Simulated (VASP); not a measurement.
Wanted: the native input for a VASP 6.6.1 run.

```
Task                   : single point
Functional             : PBEsol
Potentials or basis    : VASP PAW PBE potentials, release 64 (Mo_sv, S)
Cutoff                 : 520 eV
k mesh                 : 12 × 12 × 2
Occupations            : gaussian, width 0.02 eV
Spin                   : no spin polarisation
Dipole correction      : no
Further INCAR settings : ALGO = Normal; EDIFF = 1e-07; NBANDS = 35
```

The structure of MoS2 lies in POSCAR:

```
MoS2
1.0
    3.1413882571      0.0000000000      0.0000000000
   -1.5706941286      2.7205220338      0.0000000000
    0.0000000000      0.0000000000     12.0816851324
Mo S
2 4
Direct
    0.6666666667      0.3333333333      0.2500000000
    0.3333333333      0.6666666667      0.7500000000
    0.6666666667      0.3333333333      0.6211892313
    0.3333333333      0.6666666667      0.3788107687
    0.6666666667      0.3333333333      0.8788107687
    0.3333333333      0.6666666667      0.1211892313
```

This cell differs from its parent crystal: strain along c alone, the other axes held: -4.0 %, then relaxed in part.

One way to write it, as run:

INCAR

```
PREC = Accurate
ENCUT = 520
EDIFF = 1E-7
ISMEAR = 0
SIGMA = 0.02
LREAL = F
LASPH = T
NELM = 80
ALGO = Normal
ISIF = 2
LWAVE = F
LCHARG = F
GGA = PS
NBANDS = 35
```

KPOINTS

```
Automatic mesh
0
Gamma
  12 12 2
```

Potentials or basis: VASP PAW PBE potentials, release 64 (Mo_sv, S).

The run is started by

```bash
$ cat potpaw_PBE.64/Mo_sv/POTCAR potpaw_PBE.64/S/POTCAR > POTCAR
$ mpirun -np 1 vasp_std > vasp.out
```

It gave:

```yaml
Pressure: 0.7 GPa
Band_gap_on_the_k_mesh: 0.76 eV, indirect (least direct gap 1.71 eV)
```

Caveat: the cell differs from its parent crystal (strain along c alone, the other axes held: -4.0 %, then relaxed in part); the PAW data sets were made with another functional, which shifts forces and pressure a little; this functional lacks dispersion, which binds the layers, so the pressure and a relaxed spacing across them are unreliable.

Run time: 82 s on 1 thread of AMD EPYC 9R45 96-Core Processor (Zen 5) (shared host), peak memory 0.24 GiB.
